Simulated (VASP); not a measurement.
# Dy3C (P6_3cm) in VASP: single point with PBE

Aim: the single point of Dy3C with PBE.

All numbers are computed with VASP 6.6.1; they aren't measurements. Logs are shortened: lines on timing, memory, paths and dates and some standing lists are left out, and cuts for length are marked.

### Step 1. The cell of the first run

The typed cell holds 8 atoms: a = 6.231 Å, b = 6.231 Å, c = 6.190 Å, α = 90.00°, β = 90.00°, γ = 120.00°.

The cell was generated, and may not be a known phase.

### Step 2. Single point, PBE

INCAR reads:

```
SYSTEM = Dy3C
  ALGO = Normal
  EDIFF = 1E-6
  ENCUT = 600
  GGA = PE
  GGA_COMPAT = .FALSE.
  ISIF = 2
  ISMEAR = 0
  LASPH = .TRUE.
  LCHARG = .FALSE.
  LMAXMIX = 6
  LREAL = .FALSE.
  LWAVE = .FALSE.
  NBANDS = 41
  NELM = 200
  PREC = Accurate
  SIGMA = 0.2
```

KPOINTS reads:

```
k-points
0
G
  4 4 2
  0 0 0
```

POSCAR reads:

```
Dy3C
1.0
    6.2312777910      0.0000000000      0.0000000000
   -3.1156388955      5.3964448651      0.0000000000
    0.0000000000      0.0000000000      6.1896842393
Dy C
6 2
Direct
    0.3004465175      0.0000000000      0.8267221624
    0.0000000000      0.3004465175      0.8267221624
    0.6995534825      0.6995534825      0.8267221624
    0.6995534825      0.0000000000      0.3267221624
    0.0000000000      0.6995534825      0.3267221624
    0.3004465175      0.3004465175      0.3267221624
    0.0000000000      0.0000000000      0.0769538729
    0.0000000000      0.0000000000      0.5769538729
```

Potentials or basis: VASP PAW PBE potentials, release 64 (Dy_3, C), 4f in core.

Launch:

```
$ cat potpaw_PBE.64/Dy_3/POTCAR potpaw_PBE.64/C/POTCAR > POTCAR
$ mpirun -np 1 vasp_std > vasp.out
```

OUTCAR:

```text
SYSTEM = Dy3C
   EDIFF = 1E-6
   ENCUT = 600
   GGA = PE
   ISIF = 2
   ISMEAR = 0
   LASPH = .TRUE.
   LREAL = .FALSE.
   NELM = 200
   PREC = Accurate

 ion  position               nearest neighbor table
   1  0.300  0.000  0.827-   8 2.43   7 2.43   2 3.24   3 3.24   6 3.62   5 3.62   6 3.62   5 3.62
                             3 3.79   2 3.79   2 3.79   3 3.79
   2  0.000  0.300  0.827-   8 2.43   7 2.43   1 3.24   3 3.24   6 3.62   6 3.62   4 3.62   4 3.62
                             1 3.79   3 3.79   3 3.79   1 3.79
   3  0.700  0.700  0.827-   8 2.43   7 2.43   1 3.24   2 3.24   5 3.62   5 3.62   4 3.62   4 3.62
                             1 3.79   2 3.79   2 3.79   1 3.79
   4  0.700  0.000  0.327-   7 2.43   8 2.43   6 3.24   5 3.24   3 3.62   2 3.62   2 3.62   3 3.62
                             6 3.79   5 3.79   6 3.79   5 3.79
   5  0.000  0.700  0.327-   7 2.43   8 2.43   4 3.24   6 3.24   3 3.62   3 3.62   1 3.62   1 3.62
                             4 3.79   6 3.79   6 3.79   4 3.79
   6  0.300  0.300  0.327-   7 2.43   8 2.43   4 3.24   5 3.24   2 3.62   2 3.62   1 3.62   1 3.62
                             4 3.79   5 3.79   5 3.79   4 3.79
   7  0.000  0.000  0.077-   4 2.43   5 2.43   6 2.43   1 2.43   3 2.43   2 2.43
   8  0.000  0.000  0.577-   1 2.43   2 2.43   3 2.43   4 2.43   5 2.43   6 2.43

  LATTYP: Found a hexagonal cell.
 ALAT       =     6.2312777910
 C/A-ratio  =     0.9933250365

  Lattice vectors:

 A1 = (   6.2312777910,   0.0000000000,   0.0000000000)
 A2 = (  -3.1156388955,   5.3964448651,   0.0000000000)
 A3 = (   0.0000000000,   0.0000000000,   6.1896842393)

Analysis of symmetry for initial positions (statically):
=====================================================================
 Subroutine PRICEL returns:
 Original cell was already a primitive cell.

 Routine SETGRP: Setting up the symmetry group for a
 hexagonal supercell.

 Subroutine GETGRP returns: Found 12 space group operations
 (whereof  6 operations were pure point group operations)
 out of a pool of 24 trial point group operations.

The static configuration has the point symmetry C_3v.
 The point group associated with its full space group is C_6v.

Analysis of symmetry for dynamics (positions and initial velocities):
=====================================================================
 Subroutine PRICEL returns:
 Original cell was already a primitive cell.

 Routine SETGRP: Setting up the symmetry group for a
 hexagonal supercell.

 Subroutine GETGRP returns: Found 12 space group operations
 (whereof  6 operations were pure point group operations)
 out of a pool of 24 trial point group operations.

The dynamic configuration has the point symmetry C_3v.
 The point group associated with its full space group is C_6v.

 Subroutine INISYM returns: Found 12 space group operations
 (whereof  6 operations are pure point group operations),
 and found     1 'primitive' translations

----------------------------------------------------------------------------------------

                                     Primitive cell

  volume of cell :     208.1389

  direct lattice vectors                    reciprocal lattice vectors
     6.231277791  0.000000000  0.000000000     0.160480729  0.092653592  0.000000000
    -3.115638896  5.396444865  0.000000000     0.000000000  0.185307184  0.000000000
     0.000000000  0.000000000  6.189684239     0.000000000  0.000000000  0.161559130

  length of vectors
     6.231277791  6.231277791  6.189684239     0.185307184  0.185307184  0.161559130

  position of ions in fractional coordinates (direct lattice)
     0.300446517  0.000000000  0.826722162
     1.000000000  0.300446517  0.826722162
     0.699553483  0.699553483  0.826722162
     0.699553483  0.000000000  0.326722162
     1.000000000  0.699553483  0.326722162
     0.300446517  0.300446517  0.326722162
     0.000000000  0.000000000  0.076953873
     0.000000000  0.000000000  0.576953873

  ion indices of the primitive-cell ions
   primitive index   ion index
                 1           1
                 2           2
                 3           3
                 4           4
                 5           5
                 6           6
                 7           7
                 8           8

----------------------------------------------------------------------------------------

 KPOINTS: k-points

Automatic generation of k-mesh.
 Grid dimensions read from file:
 generate k-points for:    4    4    2

 Generating k-lattice:

  Cartesian coordinates                     Fractional coordinates (reciprocal lattice)
     0.040120182  0.023163398  0.000000000     0.250000000 -0.000000000  0.000000000
     0.000000000  0.046326796  0.000000000     0.000000000  0.250000000  0.000000000
     0.000000000  0.000000000  0.080779565     0.000000000  0.000000000  0.500000000

  Length of vectors
     0.046326796  0.046326796  0.080779565

  Shift w.r.t. Gamma in fractional coordinates (k-lattice)
     0.000000000  0.000000000  0.000000000

 Subroutine IBZKPT returns following result:
 ===========================================

 Found      8 irreducible k-points:

 Following reciprocal coordinates:
            Coordinates               Weight
  0.000000  0.000000  0.000000      1.000000
  0.250000 -0.000000  0.000000      6.000000
  0.500000 -0.000000  0.000000      3.000000
  0.250000  0.250000  0.000000      6.000000
  0.000000  0.000000  0.500000      1.000000
  0.250000 -0.000000  0.500000      6.000000
  0.500000 -0.000000  0.500000      3.000000
  0.250000  0.250000  0.500000      6.000000
   k-points           NKPTS =      8   k-points in BZ     NKDIM =      8   number of bands    NBANDS=     41
   number of dos      NEDOS =    301   number of ions     NIONS =      8
   total plane-waves  NPLWV = 125000
   dimension x,y,z NGX =    50 NGY =   50 NGZ =   50
   dimension x,y,z NGXF=   100 NGYF=  100 NGZF=  100
   ions per type =               6   2
   NGX,Y,Z   is equivalent  to a cutoff of  13.34, 13.34, 13.43 a.u.
   NGXF,Y,Z  is equivalent  to a cutoff of  26.68, 26.68, 26.86 a.u.
 SYSTEM =  Dy3C
   PREC   = accura    normal or accurate (medium, high low for compatibility)
   ISTART =      0    job   : 0-new  1-cont  2-samecut
   ICHARG =      2    charge: 1-file 2-atom 10-const
   ISPIN  =      1    spin polarized calculation?
   LNONCOLLINEAR =      F non collinear calculations
   LSORBIT =      F    spin-orbit coupling
   LASPH  =      T    aspherical Exc in radial PAW
   ENCUT  =  600.0 eV  44.10 Ry    6.64 a.u.  12.45 12.45 12.36*2*pi/ulx,y,z
   NELM   =    200;   NELMIN=  2; NELMDL= -5     # of ELM steps
   EDIFF  = 0.1E-05   stopping-criterion for ELM
   LREAL  =      F    real-space projection
   EDIFFG = 0.1E-04   stopping-criterion for IOM
   NSW    =      0    number of steps for IOM
   IBRION =     -1    ionic relax: 0-MD 1-quasi-New 2-CG
   NFREE  =      0    steps in history (QN), initial steepest desc. (CG)
   ISIF   =      2    stress and relaxation
   ISYM   =      2    0-nonsym 1-usesym 2-fastsym
   POTIM  = 0.5000    time-step for ionic-motion
   TEBEG  =    0.0;   TEEND  =   0.0 temperature during run
   PSTRESS=    0.0 pullay stress
   NELECT =      62.0000    total number of electrons
   NUPDOWN=      -1.0000    fix difference up-down
   EMIN   =  10.00;   EMAX   =-10.00  energy-range for DOS
   EFERMI =   0.00;   METHOD = LEGACY
   ISMEAR =     0;   SIGMA  =   0.20  broadening in eV -4-tet -1-fermi 0-gaus
   EFERMI_NEDOS =   21; number of points for ismear=-14 and -15
   IALGO  =     38    algorithm
   IMIX   =      4    mixing-type and parameters
     AMIX     =   0.40;   BMIX     =  1.00
     AMIX_MAG =   1.60;   BMIX_MAG =  1.00
  volume/ion in A,a.u.               =      26.02       175.57
  Fermi-wavevector in a.u.,A,eV,Ry     =   1.093338  2.066108 16.264228  1.195387
  Thomas-Fermi vector in A             =   2.229621
   LORBIT       =      0    0 simple, 1 ext, 2 COOP (PROOUT), +10 PAW based schemes
   GGA     = PE    functional components
   LHFCALC =     F    Hartree Fock is set to
   AEXX    =    0.0000 exact exchange contribution
   IVDW    =     0    specifies the selected vdW correction
   LEPSILON=     F    determine dielectric tensor
   LRPA    =     F    only Hartree local field effects (RPA)
 non-spin polarized calculation
 Gauss-broadening in eV      SIGMA  =   0.20
  energy-cutoff  :      600.00
  volume of cell :      208.14
 maximum number of plane-waves:      6985
 NGX is ok and might be reduce to    50
   NGX = 25   NGY = 25   NGZ = 25

 number of electron      62.0000001 magnetization

 Free energy of the ion-electron system (eV)
  ---------------------------------------------------
  ext. energy  EPLUGINS =         0.00000000
  ---------------------------------------------------
  free energy    TOTEN  =       -46.58754774 eV

  energy without entropy =      -46.35076955  energy(sigma->0) =      -46.46915865

 E-fermi :   3.0378     XC(G=0):  -9.8008

 val. band max:        2.9715207772   @ k =   0.2500   0.2500   0.0000
 cond. band min:       3.0502414891   @ k =   0.2500   0.2500   0.0000
 fundamental gap:      0.0787207119
 Fermi energy:         3.0377584420

 k-point     1 :       0.0000    0.0000    0.0000
  band No.  band energies     occupation
      1     -20.3992      2.00000
      2     -20.2968      2.00000
      3     -20.2004      2.00000
      4     -20.1499      2.00000
      5     -20.1499      2.00000
      6     -20.1472      2.00000
[... 33 lines left out ...]
     40       5.3130      0.00000
     41       5.3642      0.00000

 k-point     2 :       0.2500   -0.0000    0.0000
  band No.  band energies     occupation
      1     -20.4001      2.00000
      2     -20.2688      2.00000
      3     -20.2467      2.00000
      4     -20.1882      2.00000
      5     -20.1700      2.00000
      6     -20.1003      2.00000
[... 253 lines left out ...]
     40       5.5047      0.00000
     41       5.5165      0.00000

 k-point     8 :       0.2500    0.2500    0.5000
  band No.  band energies     occupation
      1     -20.3555      2.00000
      2     -20.3555      2.00000
      3     -20.2231      2.00000
      4     -20.2231      2.00000
      5     -20.1544      2.00000
      6     -20.1544      2.00000
[... 33 lines left out ...]
     40       5.2353      0.00000
     41       5.6526      0.00000

------------------------ aborting loop because EDIFF is reached ----------------------------------------

  FORCE on cell =-STRESS in cart. coord.  units (eV):
  Direction    XX          YY          ZZ          XY          YZ          ZX
  --------------------------------------------------------------------------------------
  -------------------------------------------------------------------------------------
  Total        1.2216509      1.2216509      0.6237858      0.0000000     -0.0000000      0.0000000
  in kB        9.4038208      9.4038208      4.8016742      0.0000000     -0.0000000      0.0000000
  external PRESSURE =       7.8697720 kB  Pullay stress =       0.0000000 kB

 VOLUME and BASIS-vectors are now :
 -----------------------------------------------------------------------------
  energy-cutoff  :      600.00
  volume of cell :      208.14
      direct lattice vectors                 reciprocal lattice vectors
     6.231277791  0.000000000  0.000000000     0.160480729  0.092653592  0.000000000
    -3.115638896  5.396444865  0.000000000     0.000000000  0.185307184  0.000000000
     0.000000000  0.000000000  6.189684239     0.000000000  0.000000000  0.161559130

 POSITION                                       TOTAL-FORCE (eV/Angst)
 -----------------------------------------------------------------------------------
      1.87217      0.00000      5.11715         0.041202      0.000000      0.003753
     -0.93608      1.62134      5.11715        -0.020601      0.035682      0.003753
      2.17956      3.77510      5.11715        -0.020601     -0.035682      0.003753
      4.35911      0.00000      2.02231        -0.041202      0.000000      0.003753
     -2.17956      3.77510      2.02231         0.020601     -0.035682      0.003753
      0.93608      1.62134      2.02231         0.020601      0.035682      0.003753
      0.00000      0.00000      0.47632         0.000000      0.000000     -0.011260
      0.00000      0.00000      3.57116         0.000000      0.000000     -0.011260
 -----------------------------------------------------------------------------------
    total drift:                               -0.000000     -0.000000      0.000201

  FREE ENERGIE OF THE ION-ELECTRON SYSTEM (eV)
  ---------------------------------------------------
  free  energy   TOTEN  =       -46.5875477431 eV

  energy  without entropy=      -46.3507695499  energy(sigma->0) =      -46.46915865
```

Run time: 98 s. Hardware: 1 thread of Intel Xeon Platinum 8488C (Sapphire Rapids), shared host; peak memory 0.37 GiB.

What came out:

| Quantity | Value |
| --- | --- |
| Free energy | -46.5875 eV |
| Pressure | 0.8 GPa |
| Largest force | 0.041 eV/Å |
| Band gap on the k mesh | zero (bands 31 and 32 overlap by 0.82 eV) |

Forces in eV/Å, atoms in the order of the input:
```
Dy   0.041  0.000  0.004
Dy  -0.021  0.036  0.004
Dy  -0.021 -0.036  0.004
Dy  -0.041  0.000  0.004
Dy   0.021 -0.036  0.004
Dy   0.021  0.036  0.004
C    0.000  0.000 -0.011
C    0.000  0.000 -0.011
```

Caveat: the k points lie up to 0.51 Å⁻¹ apart, too coarse for converged energies and pressures of a metal; spin-orbit coupling is left out, which moves the levels of the heavy elements; the 4f electrons are frozen in the core, so they carry no moment and show no levels.

The gap in the log of VASP goes by the Fermi energy; the results here count the filled bands.